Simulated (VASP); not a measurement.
Runs of VASP 6.6.1 on Sc. The structure is that of space group Fm-3m (No. 225), or close to it. The cells are those of the table. This isn't the form of Sc at room conditions, which is hcp.

```csv
task,cell,gap on the mesh (eV),pressure (GPa)
single point,"a = 3.184 Å, angles 60.0°, 1 atom",none,(a)
electric field gradients,"a = 3.238 Å, angles 60.0°, 1 atom",none,1.4
electric field gradients,"a = 3.264 Å, angles 60.0°, 1 atom",none,0.2
single point,"a = 3.187 Å, angles 61.0°, 1 atom",none,2.9
single point,"a = 3.264 Å, angles 60.0°, 1 atom",none,0.2
```

Alike in all rows: level PBE; potentials or basis VASP PAW PBE potentials, release 64 (Sc_sv); no spin polarisation; k mesh 15 × 15 × 15; cutoff (eV) 520; smearing fermi-dirac 0.03 eV.

**Question.** Estimate the missing entries.

**Answer.** (a) 4.5.

Caveats: the cell stands under pressure (at least some runs).

A gap of «none» marks levels without a gap at the run's occupations.
